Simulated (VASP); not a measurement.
Runs of VASP 6.6.1 on Hf. The structure is that of space group P6_3/mmc (No. 194), or close to it. The cells are those of the table. 

```csv
task,level,cell,cutoff (eV),smearing,gap on the mesh (eV),pressure (GPa)
single point,PBEsol,"a = 3.160, b = 3.160, c = 4.991 Å, angles 90.0, 90.0, 120.0°, 2 atoms",520,fermi-dirac 0.05 eV,none,-0.4
single point,PBE+D4,"a = 3.197, b = 3.197, c = 5.058 Å, angles 90.0, 90.0, 120.0°, 2 atoms",520,methfessel-paxton 0.1 eV,none,(a)
relaxation of cell and atoms,PBEsol,"relaxed to 5 GPa from a = 3.197, b = 3.197, c = 5.058 Å, angles 90.0, 90.0, 120.0°, 2 atoms",600,fermi-dirac 0.05 eV,none,5.0
single point,PBEsol,"a = 2.952, b = 2.952, c = 4.725 Å, angles 90.0, 90.0, 120.0°, 2 atoms",520,fermi-dirac 0.05 eV,none,29.6
```

Alike in all rows: potentials or basis VASP PAW PBE potentials, release 64 (Hf_pv); no spin polarisation; k mesh 10 × 10 × 5.

Task: Fill in the values left out.

Result: (a) -1.4.

Caveats: spin-orbit coupling is left out, which moves the levels of the heavy elements; the PAW data sets were made with another functional, which shifts forces and pressure a little (some runs); pairwise dispersion overbinds metals, which lowers pressure and volume (some runs); the cell is relaxed towards a set pressure, so the enthalpy falls and the energy may rise (some runs).

A k mesh can miss the band edges, and the runs leave out spin-orbit coupling on Hf.

A gap of «none» marks levels without a gap at the run's occupations.
